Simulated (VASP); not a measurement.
Write the native input for VASP 6.6.1 that does the following.

- Task: single point
- Functional: LDA
- Potentials or basis: VASP PAW LDA potentials, release 64 (C)
- Cutoff: 520 eV
- k mesh: 15 × 15 × 4
- Occupations: gaussian, width 0.3 eV
- Spin: no spin polarisation
- Dipole correction: no
- Further INCAR settings: ALGO = Normal; EDIFF = 1e-06; NBANDS = 11

The structure of C lies in POSCAR:

```
C
1.0
    2.4561700000      0.0000000000      0.0000000000
   -1.2280850000      2.1271056160      0.0000000000
    0.0000000000      0.0000000000      8.5238030000
C
2
Direct
    0.3333333333      0.6666666667      0.0000000000
    0.6666666667      0.3333333333      0.0000000000
```

One way to write it, as run:

INCAR

```
PREC     = Accurate       # precision mode
ENCUT    = 520            # plane-wave cutoff, eV
EDIFF    = 1E-6           # SCF threshold, eV
ISMEAR   = 0              # smearing method
SIGMA    = 0.3            # smearing width, eV
LREAL    = F              # projectors in reciprocal space
LASPH    = T              # aspherical terms in the spheres
NELM     = 60             # most SCF steps
ALGO     = Normal         # electronic algorithm
ISIF     = 2              # what is computed and relaxed
LWAVE    = F              # write WAVECAR
LCHARG   = F              # write CHGCAR
NBANDS   = 11             # bands
```

KPOINTS

```
regular mesh
0
Gamma
  15 15 4
```

Potentials or basis: VASP PAW LDA potentials, release 64 (C).

Run with:

```bash
$ cat potpaw_LDA.64/C/POTCAR > POTCAR
$ mpirun -np 1 vasp_std > vasp.out
```

Results of the run:

The band gap on the k mesh is zero (filled and empty bands touch).

Caveat: so wide a smearing shifts energies and pressures.

It took 12 s on 1 thread of Intel(R) Xeon(R) 6975P-C (Granite Rapids), with other jobs on the host, peak memory 0.15 GiB.
